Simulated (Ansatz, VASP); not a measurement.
Cu in VASP and in Ansatz

POSCAR

```
Cu
1.0
    0.0000000000      1.8074800000      1.8074800000
    1.8074800000      0.0000000000      1.8074800000
    1.8074800000      1.8074800000      0.0000000000
Cu
1
Direct
    0.0000000000      0.0000000000      0.0000000000
```

INCAR.step1

```
SYSTEM = Cu
  PREC = Accurate
  ENCUT = 600
  ISMEAR = -1
  SIGMA = 0.1
  LREAL = .False.
  LASPH = .True.
  NELM = 80
  GGA = PE
  ALGO = Normal
  EDIFF = 1E-4
  LWAVE = .True.
  LCHARG = .False.
```

File INCAR.step2:

```
SYSTEM = Cu
  PREC = Accurate
  ENCUT = 600
  EDIFF = 1E-6
  ISMEAR = -1
  SIGMA = 0.1
  LREAL = .False.
  LASPH = .True.
  NELM = 80
  ALGO = Normal
  ISIF = 3
  LWAVE = .False.
  LCHARG = .False.
  METAGGA = R2SCAN
  LMIXTAU = .True.
  IBRION = 2
  NSW = 80
  EDIFFG = -0.01
  ISTART = 1
```

File KPOINTS:

```
regular mesh
0
Gamma
  15 15 15
  0 0 0
```

Input for Ansatz:

```yaml
crystal:
  lattice:
    - [0.0, 1.80748, 1.80748]
    - [1.80748, 0.0, 1.80748]
    - [1.80748, 1.80748, 0.0]
  atoms:
    - { symbol: Cu, position: [0.0, 0.0, 0.0] }
hamiltonian:
  xc: r2scan
  pseudopotentials:
    kind: paw
    azcp:
      Cu: "pseudopotentials/Cu.paw.azcp"
basis:
  ecutwfc: 500
  fft_grid_basis: typed
kpoints:
  mp_grid: { grid: [15, 15, 15], shift: [0, 0, 0] }
magnetization:
  spin_polarized: false
scf:
  occupations: { method: fermi_dirac, width: 0.1 }
relax:
  max_steps: 60
  f_tol: 0.01
  cell: {}
```

Alike in both runs: task relaxation of cell and atoms; functional r2SCAN; k mesh 15 × 15 × 15; occupations fermi-dirac, width 0.1 eV; no spin polarisation.

|  | VASP | Ansatz |
| --- | --- | --- |
| version | VASP 6.6.1 | Ansatz 0.2.0 |
| potentials or method | VASP PAW PBE potentials, release 64 (Cu), cutoff 600 eV | plane waves (500 eV) with PAW, scalar-relativistic |
| valence electrons in the cell | 11 | 19 |

Ansatz gave:

- relaxed volume (Å³/atom): 11.43
- relaxed cell length with the largest relative difference (Å): 2.529

**Question.** Estimate VASP's values.

**Answer.** Relaxed volume (Å³/atom): 11.48; relaxed cell length with the largest relative difference (Å): 2.532.

VASP's potentials were made for PBE, not for r2SCAN. VASP's potentials hold 11 valence electrons a cell and Ansatz's 19, so a difference there can come from the potentials and not from the codes.
